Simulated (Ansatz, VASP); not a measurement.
## Nb3B5 in VASP and in Ansatz

File INCAR:

```
SYSTEM = Nb3B5
ALGO = Normal
EDIFF = 1E-6
ENCUT = 520
GGA = PE
ISIF = 2
ISMEAR = 0
LASPH = .True.
LCHARG = .False.
LREAL = .False.
LWAVE = .False.
NBANDS = 37
NELM = 60
PREC = Accurate
SIGMA = 0.2
```

The input KPOINTS:

```
k-points
0
Gamma
  12 12 2
  0 0 0
```

POSCAR

```
Nb3B5
1.0
    3.1212682103      0.0000000000      0.0000000000
   -1.5606341051      2.7030975621      0.0000000000
    0.0000000000      0.0000000000      9.6428843203
Nb B
3 5
Direct
    0.0000000000      1.0000000000      0.1577637082
    0.0000000000      0.0000000000      0.8422362918
    0.0000000000      0.0000000000      0.5000000000
    0.3333333333      0.6666666667      0.0000000000
    0.3333333333      0.6666666667      0.3294613242
    0.6666666667      0.3333333333      0.3238732165
    0.3333333333      0.6666666667      0.6705386758
    0.6666666667      0.3333333333      0.6761267835
```

Input for Ansatz:

```yaml
crystal:
  lattice:
    - [3.1212682103, 0.0, 0.0]
    - [-1.5606341051, 2.7030975621, 0.0]
    - [0.0, 0.0, 9.6428843203]
  atoms:
    - { symbol: Nb, position: [0.0, 1.0, 0.1577637082] }
    - { symbol: Nb, position: [0.0, 0.0, 0.8422362918] }
    - { symbol: Nb, position: [0.0, 0.0, 0.5] }
    - { symbol: B, position: [0.3333333333, 0.6666666667, 0.0] }
    - { symbol: B, position: [0.3333333333, 0.6666666667, 0.3294613242] }
    - { symbol: B, position: [0.6666666667, 0.3333333333, 0.3238732165] }
    - { symbol: B, position: [0.3333333333, 0.6666666667, 0.6705386758] }
    - { symbol: B, position: [0.6666666667, 0.3333333333, 0.6761267835] }
basis:
  ecutwfc: 420
kpoints:
  mp_grid: { grid: [12, 12, 2] }
hamiltonian:
  xc: pbe
scf:
  occupations: { method: gaussian, width: 0.2 }
  lower_state_search: "off"
output:
  forces: true
  stress: true
  eigenvalues: true
```

Alike in both runs: task single point; functional PBE; k mesh 12 × 12 × 2; occupations gaussian, width 0.2 eV; no spin polarisation.

|  | VASP | Ansatz |
| --- | --- | --- |
| version | VASP 6.6.1 | Ansatz 0.2.0 |
| potentials or method | VASP PAW PBE potentials, release 64 (Nb_sv, B), cutoff 520 eV | scalar-relativistic, plane waves, PAW |
| valence electrons in the cell | 54 | 54 |

VASP gave:

```
gap on the k mesh at the Fermi level (eV)                     : none
pressure (GPa)                                                : -0.3
traceless stress, the component that is largest in VASP (GPa) : -0.48
rms of the force components (eV/Å)                            : 0.003
```

Question: Estimate Ansatz's values.

Answer: gap on the k mesh at the Fermi level (eV): none; pressure (GPa): 0.0; traceless stress, the component that is largest in VASP (GPa): -0.42; rms of the force components (eV/Å): 0.005.

Atom by atom the forces differ by 0.002 eV/Å (rms over components). A gap of «none» marks a metal or a gap that the smearing closes.
